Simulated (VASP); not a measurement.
Cd2S, 3 atoms in the cell. Symmetry: P3m1, No. 156, trigonal system. Conventional cell: a = 3.936 Å, b = 3.936 Å, c = 5.770 Å, α = 90.00°, β = 90.00°, γ = 120.00°. Within 3.3 Å of Cd (site symmetry 3m) lie 2 S at 2.50 to 3.27 Å and 3 Cd at 3.06 Å. Within 3.4 Å of Cd (site symmetry 3m) lie 3 S at 2.58 Å and 3 Cd at 3.06 Å. S (site symmetry 3m) has 5 Cd at 2.50 to 3.27 Å within 3.3 Å. 

* Program: VASP 6.6.1
* Task: single point
* Functional: LDA
* Potentials or basis: VASP PAW LDA potentials, release 64 (Cd, S)
* Cutoff: 520 eV
* k mesh: 8 × 8 × 5
* Occupations: fermi-dirac, width 0.05 eV
* Spin: no spin polarisation
* Dipole correction: no
* Further INCAR settings: ALGO = Normal; EDIFF = 1e-07; NBANDS = 22

Potentials or basis: VASP PAW LDA potentials, release 64 (Cd, S).

Run with:

```bash
$ cat potpaw_LDA.64/Cd/POTCAR potpaw_LDA.64/S/POTCAR > POTCAR
$ mpirun -np 1 vasp_std > vasp.out
```

Hardware: 1 thread of Intel(R) Xeon(R) Platinum 8488C (Sapphire Rapids) (shared host).

Question: How long does it take, and how much memory?

Answer: Run time: 58 s on 1 thread of Intel(R) Xeon(R) Platinum 8488C (Sapphire Rapids), on a shared host, peak memory 0.2 GiB. Counts: scf iterations 15, k points 40.
